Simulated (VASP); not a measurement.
A run of VASP 6.6.1 is set up as follows.

File INCAR:

```
PREC = Accurate ; ENCUT = 520
EDIFF = 1E-7 ; ISMEAR = 0
SIGMA = 0.1 ; LREAL = False
LASPH = True ; NELM = 80
ALGO = Fast ; ISIF = 2
LWAVE = False ; LCHARG = False
GGA = PE ; NBANDS = 22
```

KPOINTS

```
Automatic mesh
0
Gamma
  12 12 4
```

File POSCAR:

```
ScAl5
1.0
    3.0288021800      0.0000000000      0.0000000000
   -1.5144010900      2.6230196309      0.0000000000
    0.0000000000      0.0000000000     13.6306577052
Sc Al
1 5
Direct
    0.0000000000      0.0000000000      0.0000000000
    0.3333333333      0.6666666667      0.1774169023
    0.6666666667      0.3333333333      0.3393771479
    0.0000000000      0.0000000000      0.5000000000
    0.3333333333      0.6666666667      0.6606228521
    0.6666666667      0.3333333333      0.8225830977
```

Potentials or basis: VASP PAW PBE potentials, release 64 (Sc_sv, Al).

Launch:

```bash
$ cat potpaw_PBE.64/Sc_sv/POTCAR potpaw_PBE.64/Al/POTCAR > POTCAR
$ mpirun -np 1 vasp_std > vasp.out
```

Question: Predict the pressure.

Answer: 0.0 GPa.

Question: Predict the band gap on the k mesh.

Answer: Zero (bands 13 and 14 overlap by 3.14 eV).

Forces in eV/Å, atoms in the order of the input:
```
Sc   0.000  0.000  0.000
Al   0.000  0.000  0.010
Al   0.000  0.000  0.000
Al   0.000  0.000  0.000
Al   0.000  0.000  0.000
Al   0.000  0.000 -0.010
```
